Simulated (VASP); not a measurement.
Wanted: the native input for a VASP 6.6.1 run.

```
Task                   : single point
Functional             : LDA
Potentials or basis    : VASP PAW LDA potentials, release 64 (Fe, Ge_d)
Cutoff                 : 520 eV
k mesh                 : 12 × 12 × 8
Occupations            : gaussian, width 0.05 eV
Spin                   : collinear spin, ferromagnetic start
Starting moments       : [2.28, 2.28, 1.12, 1.12, 0.0, 0.0] μB
Dipole correction      : no
Further INCAR settings : ALGO = Fast; EDIFF = 1e-06; NBANDS = 43
```

The structure of Fe2Ge lies in POSCAR:

```
Fe2Ge
1.0
    4.0331511633      0.0000000000      0.0000000000
   -2.0165755817      3.4928113647      0.0000000000
    0.0000000000      0.0000000000      4.8706853964
Fe Ge
4 2
Direct
    0.0000000000      0.0000000000      0.0000000000
    0.0000000000      0.0000000000      0.5000000000
    0.6666666667      0.3333333333      0.7500000000
    0.3333333333      0.6666666667      0.2500000000
    0.6666666667      0.3333333333      0.2500000000
    0.3333333333      0.6666666667      0.7500000000
```

One way to write it, as run:

INCAR

```
PREC = Accurate
ENCUT = 520
EDIFF = 1E-6
ISMEAR = 0
SIGMA = 0.05
LREAL = False
LASPH = True
NELM = 150
ALGO = Fast
ISIF = 2
LWAVE = False
LCHARG = True
ISPIN = 2
MAGMOM = 2.28 2.28 1.12 1.12 0 0
LORBIT = 11
LMAXMIX = 4
GGA = CA
LELF = True
LVHAR = True
NBANDS = 43
```

KPOINTS

```
Automatic mesh
0
Gamma
  12 12 8
```

Potentials or basis: VASP PAW LDA potentials, release 64 (Fe, Ge_d).

Run with:

```bash
$ cat potpaw_LDA.64/Fe/POTCAR potpaw_LDA.64/Ge_d/POTCAR > POTCAR
$ mpirun -np 1 vasp_std > vasp.out
```

Results of the run:

| Item | Value |
| --- | --- |
| Pressure | -4.1 GPa |
| Net moment | 6.14 μB per cell |
| Site moments | Fe +2.06, +1.02 (each value once); Ge -0.05 μB |
| Valence electrons inside the program's atomic spheres | Fe 7.30, 7.58 (each value once); Ge 12.63 |

Caveat: the cell stands under tension.

Run time: 22 min on 1 thread of Oxide Virtual Turin-like Processor, on a shared host, peak memory 0.42 GiB.
